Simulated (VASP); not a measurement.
## Ir: single point with PBE

The system is Ir.

```
Ir
1.0
     4.00064    0.00000    0.00000
    -2.00032    3.46466    0.00000
     0.00000    0.00000    2.42976
Ir
3
Cartesian
  0.0000 0.0000 0.0000
  0.0000 2.3098 1.2149
  2.0003 1.1549 1.2149
```

This isn't the form of Ir at room conditions, which is fcc.

```yaml
Program: VASP 6.6.1
Task: single point
Functional: PBE
Potentials_or_basis: VASP PAW PBE potentials, release 64 (Ir_sv_GW)
Cutoff: 560 eV
k_mesh: 8 × 8 × 11
Occupations: fermi-dirac, width 0.08 eV
Spin: no spin polarisation
```

- Pressure: 185.5 GPa
- Band gap on the k mesh: zero (an odd number of electrons rules out a gap without spin polarisation)

Levels at points of the mesh, in eV from the Fermi level:
```
           k point  band 22  band 23  band 24  band 25  band 26  band 27  band 28  band 29  band 30  band 31
(0.00, 0.00, 0.00)    -4.58    -2.97    -2.97    -2.91    -2.91     1.93     1.93     7.87     9.19    10.50
(0.50, 0.00, 0.00)    -2.57    -2.54    -0.81    -0.69     0.35     0.46     0.48     0.56     1.96    10.70
```

Wall time 39 s on 1 thread of Intel(R) Xeon(R) Platinum 8488C (Sapphire Rapids), with other jobs on the host, peak memory 0.19 GiB.

Caveat: the cell stands under pressure; spin-orbit coupling is left out, which moves the levels of the heavy elements.
